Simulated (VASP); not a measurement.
# Ho2O (P4_2/nmc) in VASP: further runs, part 3 of 3

VASP 6.6.1. Earlier steps stand in the parts before.

### Step 5. Single point, PBE

This run uses another cell than the first one, of 24.15 Å³/atom.

INCAR

```
SYSTEM = Ho2O
PREC     = Accurate       ! precision mode
ENCUT    = 600            ! plane-wave cutoff, eV
EDIFF    = 1E-6           ! SCF threshold, eV
ISMEAR   = 0              ! smearing method
SIGMA    = 0.1            ! smearing width, eV
LREAL    = .False.        ! projectors in reciprocal space
LASPH    = .True.         ! aspherical terms in the spheres
NELM     = 200            ! most SCF steps
ALGO     = Normal         ! electronic algorithm
ISIF     = 2              ! what is computed and relaxed
LWAVE    = .False.        ! write WAVECAR
LCHARG   = .False.        ! write CHGCAR
GGA      = PE             ! functional
NBANDS   = 33             ! bands
GGA_COMPAT= .False.      
LMAXMIX  = 6              ! l up to which the mixer works
```

KPOINTS

```
Automatic mesh
0
Gamma
  6 6 2
  0 0 0
```

POSCAR

```
Ho2O
1.0
    3.7157478081      0.0000000000      0.0000000000
    0.0000000000      3.7157478081      0.0000000000
    0.0000000000      0.0000000000     10.4962451006
Ho O
4 2
Direct
    0.5000000000      0.0000000000      0.1132161557
    0.5000000000      0.0000000000      0.6132161557
    0.0000000000      0.5000000000      0.3867838443
    0.0000000000      0.5000000000      0.8867838443
    0.0000000000      0.0000000000      0.5000000000
    0.5000000000      0.5000000000      0.0000000000
```

Potentials or basis: VASP PAW PBE potentials, release 64 (Ho_3, O), 4f in core.

Run with:

```bash
$ cat potpaw_PBE.64/Ho_3/POTCAR potpaw_PBE.64/O/POTCAR > POTCAR
$ mpirun -np 1 vasp_std > vasp.out
```

OUTCAR:

```text
SYSTEM = Ho2O
   PREC = Accurate
   ENCUT = 600
   EDIFF = 1E-6
   ISMEAR = 0
   LREAL = .False.
   LASPH = .True.
   NELM = 200
   ISIF = 2
   GGA = PE

 ion  position               nearest neighbor table
   1  0.500  0.000  0.113-   6 2.21   6 2.21   4 3.54   4 3.54   4 3.54   4 3.54
   2  0.500  0.000  0.613-   5 2.21   5 2.21   3 3.54   3 3.54   3 3.54   3 3.54
   3  0.000  0.500  0.387-   5 2.21   5 2.21   2 3.54   2 3.54   2 3.54   2 3.54
   4  0.000  0.500  0.887-   6 2.21   6 2.21   1 3.54   1 3.54   1 3.54   1 3.54
   5  0.000  0.000  0.500-   2 2.21   3 2.21   3 2.21   2 2.21
   6  0.500  0.500  0.000-   1 2.21   4 2.21   1 2.21   4 2.21

  LATTYP: Found a simple tetragonal cell.
 ALAT       =     3.7157478081
 C/A-ratio  =     2.8248001863

  Lattice vectors:

 A1 = (   3.7157478081,   0.0000000000,   0.0000000000)
 A2 = (   0.0000000000,   3.7157478081,   0.0000000000)
 A3 = (   0.0000000000,   0.0000000000,  10.4962451006)

Analysis of symmetry for initial positions (statically):
=====================================================================
 Subroutine PRICEL returns:
 Original cell was already a primitive cell.

 Routine SETGRP: Setting up the symmetry group for a
 simple tetragonal supercell.
[... 178 lines left out ...]
 Fermi energy:         3.2618790658

 k-point     1 :       0.0000    0.0000    0.0000
  band No.  band energies     occupation
      1     -21.5943      2.00000
      2     -21.5017      2.00000
      3     -21.0795      2.00000
      4     -21.0795      2.00000
      5     -21.0433      2.00000
      6     -21.0433      2.00000
[... 709 lines left out ...]
     32       7.1637      0.00000
     33       7.1637      0.00000

------------------------ aborting loop because EDIFF is reached ----------------------------------------

  FORCE on cell =-STRESS in cart. coord.  units (eV):
  Direction    XX          YY          ZZ          XY          YZ          ZX
  --------------------------------------------------------------------------------------
  -------------------------------------------------------------------------------------
  Total        0.6341661      0.6341661      0.2595834      0.0000000     -0.0000000      0.0000000
  in kB        7.0111168      7.0111168      2.8698626      0.0000000     -0.0000000      0.0000000
  external PRESSURE =       5.6306988 kB  Pullay stress =       0.0000000 kB

 VOLUME and BASIS-vectors are now :
 -----------------------------------------------------------------------------
  energy-cutoff  :      600.00
  volume of cell :      144.92
      direct lattice vectors                 reciprocal lattice vectors
     3.715747808  0.000000000  0.000000000     0.269124831  0.000000000  0.000000000
     0.000000000  3.715747808  0.000000000     0.000000000  0.269124831  0.000000000
     0.000000000  0.000000000 10.496245101     0.000000000  0.000000000  0.095272165

 POSITION                                       TOTAL-FORCE (eV/Angst)
 -----------------------------------------------------------------------------------
      1.85787      0.00000      1.18834        -0.000000     -0.000000      0.190845
      1.85787      0.00000      6.43647         0.000000      0.000000      0.190845
      0.00000      1.85787      4.05978         0.000000      0.000000     -0.190845
      0.00000      1.85787      9.30790         0.000000     -0.000000     -0.190845
      0.00000      0.00000      5.24812         0.000000     -0.000000      0.000000
      1.85787      1.85787      0.00000         0.000000      0.000000      0.000000
 -----------------------------------------------------------------------------------
    total drift:                                0.000000      0.000000     -0.000000

  FREE ENERGIE OF THE ION-ELECTRON SYSTEM (eV)
  ---------------------------------------------------
  free  energy   TOTEN  =       -39.4777039609 eV

  energy  without entropy=      -39.4532158024  energy(sigma->0) =      -39.46545988
```

OSZICAR:

```text
N       E                     dE             d eps       ncg     rms          rms(c)
DAV:   1     0.593496779382E+03    0.59350E+03   -0.20052E+04  1456   0.153E+03
DAV:   2     0.684621858732E+02   -0.52503E+03   -0.50477E+03  1966   0.733E+02
DAV:   3    -0.336208141513E+02   -0.10208E+03   -0.96332E+02  2228   0.234E+02
DAV:   4    -0.440363604414E+02   -0.10416E+02   -0.10027E+02  2167   0.714E+01
DAV:   5    -0.445965804863E+02   -0.56022E+00   -0.55261E+00  2192   0.248E+01    0.444E+01
DAV:   6    -0.393983353821E+02    0.51982E+01   -0.29942E+01  2552   0.328E+01    0.326E+01
DAV:   7    -0.394995312131E+02   -0.10120E+00   -0.34670E+00  2032   0.134E+01    0.130E+01
DAV:   8    -0.394745728581E+02    0.24958E-01   -0.22703E-01  2048   0.483E+00    0.114E+00
DAV:   9    -0.394778898029E+02   -0.33169E-02   -0.83904E-02  2240   0.168E+00    0.451E-01
DAV:  10    -0.394789457641E+02   -0.10560E-02   -0.19528E-02  2312   0.955E-01    0.263E-01
DAV:  11    -0.394776779974E+02    0.12678E-02   -0.53529E-03  2104   0.449E-01    0.547E-02
DAV:  12    -0.394777037718E+02   -0.25774E-04   -0.77216E-04  2248   0.178E-01    0.347E-02
DAV:  13    -0.394777115796E+02   -0.78077E-05   -0.41773E-05  2168   0.519E-02    0.334E-02
DAV:  14    -0.394777052209E+02    0.63587E-05   -0.10557E-05  2048   0.234E-02    0.122E-02
DAV:  15    -0.394777038753E+02    0.13455E-05   -0.93900E-06  1848   0.157E-02    0.141E-03
DAV:  16    -0.394777039609E+02   -0.85565E-07   -0.28691E-07  1176   0.797E-03
   1 F= -.39477704E+02 E0= -.39465460E+02  d E =-.244882E-01
```

stdout:

```text
POSCAR found type information on POSCAR HoO
 POSCAR found :  2 types and       6 ions
 scaLAPACK will be used
 LDA part: xc-table for (Slater+PW92), standard interpolation
 POSCAR, INCAR and KPOINTS ok, starting setup
 FFT: planning ... GRIDC
 FFT: planning ... GRID_SOFT
 FFT: planning ... GRID
 WAVECAR not read
 entering main loop
```

Run time: 90 s. Hardware: 1 thread of Intel Xeon 6975P-C (Granite Rapids), shared host; peak memory 0.3 GiB.

What came out:

- Free energy: -39.4777 eV
- Pressure: 0.6 GPa
- Largest force: 0.191 eV/Å
- Band gap on the k mesh: zero (bands 24 and 25 overlap by 0.11 eV)

Forces in eV/Å, atoms in the order of the input:
```
Ho   0.000  0.000  0.191
Ho   0.000  0.000  0.191
Ho   0.000  0.000 -0.191
Ho   0.000  0.000 -0.191
O    0.000  0.000  0.000
O    0.000  0.000  0.000
```

Stress tensor (GPa, compression positive):
```
0.70 0.00 0.00
0.00 0.70 0.00
0.00 0.00 0.29
```

Levels at points of the mesh, in eV from the Fermi level:
| k point | band 22 | band 23 | band 24 | band 25 | band 26 | band 27 |
| --- | --- | --- | --- | --- | --- | --- |
| (0.00, 0.00, 0.00) | -2.35 | -2.18 | -0.82 | 0.66 | 1.13 | 1.38 |
| (0.50, 0.00, 0.00) | -1.58 | -0.85 | -0.85 | 0.41 | 0.41 | 1.68 |
| (0.50, 0.50, 0.00) | -0.63 | -0.06 | -0.06 | 0.24 | 0.24 | 0.29 |
| (0.00, 0.00, 0.50) | -3.49 | -1.14 | -1.14 | 0.63 | 0.63 | 2.47 |
| (0.50, 0.00, 0.50) | -1.62 | -0.72 | -0.72 | 0.26 | 0.26 | 1.63 |
| (0.50, 0.50, 0.50) | -0.63 | 0.06 | 0.06 | 0.06 | 0.06 | 0.29 |

Caveat: spin-orbit coupling is left out, which moves the levels of the heavy elements; the 4f electrons are frozen in the core, so they carry no moment and show no levels; the run has no spin polarisation, though such a crystal can be magnetic.

### Step 6. Overview

| cell | k mesh | gap on the mesh (eV) | pressure (GPa) | largest force (eV/Å) |
| --- | --- | --- | --- | --- |
| a = 3.710, b = 3.710, c = 10.446 Å, 6 atoms, atomic positions A | 8 × 8 × 4 | none | 0.9 | 0.13 |
| a = 3.709, b = 3.709, c = 10.445 Å, 6 atoms, atomic positions A | 8 × 8 × 4 | none | 0.9 | 0.14 |
| a = 3.539, b = 3.539, c = 10.102 Å, 6 atoms, atomic positions B | 8 × 8 × 4 | none | 11.0 | 0.17 |
| a = 3.716, b = 3.716, c = 10.496 Å, 6 atoms, atomic positions C | 6 × 6 × 2 | none | 0.6 | 0.19 |

Alike in all rows: task single point; level PBE; potentials or basis VASP PAW PBE potentials, release 64 (Ho_3, O), 4f in core; no spin polarisation; cutoff (eV) 600; smearing gaussian 0.1 eV.

Caveats: spin-orbit coupling is left out, which moves the levels of the heavy elements; the 4f electrons are frozen in the core, so they carry no moment and show no levels; the run has no spin polarisation, though such a crystal can be magnetic; the cell stands under pressure (at least some runs).

Total energies depend on the potentials used, so only differences within one code and one set of settings carry meaning.
